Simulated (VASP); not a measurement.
Input of a VASP 6.6.1 run:

File INCAR:

```
SYSTEM = La
PREC = Accurate
ENCUT = 520
EDIFF = 1E-6
ISMEAR = -1
SIGMA = 0.1
LREAL = .False.
LASPH = .True.
NELM = 80
ALGO = Normal
ISIF = 2
LWAVE = .False.
LCHARG = .True.
LELF = .True.
LVHAR = .True.
NBANDS = 12
```

Contents of KPOINTS:

```
Automatic mesh
0
Gamma
  9 9 9
  0 0 0
```

File POSCAR:

```
La
1.0
    3.1668823378      0.0000000000      0.0000000000
    0.0000000000      3.1668823378      0.0000000000
    0.0000000000      0.0000000000      3.1668823378
La
1
Direct
    0.0000000000      0.0000000000      0.0000000000
```

Potentials or basis: VASP PAW LDA potentials, release 64 (La).

Command:

```console
$ cat potpaw_LDA.64/La/POTCAR > POTCAR
$ mpirun -np 1 vasp_std > vasp.out
```

Q: What does it give for the band gap on the k mesh?

A: Zero (an odd number of electrons rules out a gap without spin polarisation).

Q: What does it give for the pressure?

A: -0.2 GPa.

Caveat: spin-orbit coupling is left out, which moves the levels of the heavy elements.
